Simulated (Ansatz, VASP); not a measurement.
# AlGa3N4 in VASP and in Ansatz

```xyz
8
Lattice="4.4676 0.0000 0.0000 0.0000 4.4676 0.0000 0.0000 0.0000 4.4676" Properties=species:S:1:pos:R:3 pbc="T T T"
Al    0.0000    0.0000    0.0000
Ga    2.2338    2.2338    0.0000
Ga    2.2338    0.0000    2.2338
Ga    0.0000    2.2338    2.2338
N     3.4598    3.4598    1.0078
N     3.4598    1.0078    3.4598
N     1.0078    3.4598    3.4598
N     1.0078    1.0078    1.0078
```

Change from the starting cell: mode 24 (691.5 1/cm) frozen in, largest displacement -0.150 Å.

Alike in both runs: task single point; functional PBEsol; k mesh 6 × 6 × 6; occupations gaussian, width 0.05 eV; no spin polarisation.

|  | VASP | Ansatz |
| --- | --- | --- |
| version | VASP 6.6.1 | Ansatz 0.2.0 |
| potentials or method | VASP PAW PBE potentials, release 64 (Al, Ga_d, N), cutoff 520 eV | scalar-relativistic, plane waves, PAW |
| valence electrons in the cell | 62 | 62 |

|  | VASP | Ansatz | Ansatz less VASP |
| --- | --- | --- | --- |
| gap on the k mesh at the Fermi level (eV) | 2.28 | 2.26 | -0.017 |
| least direct gap on the mesh (eV) | 2.40 | 2.38 | -0.018 |
| pressure (GPa) | 3.9 | 3.8 | -0.09 |
| rms of the force components (eV/Å) | 1.905 | 1.891 | -0.0143 |

VASP's potentials were made for PBE, not for PBEsol. Atom by atom the forces differ by 0.014 eV/Å (rms over components).
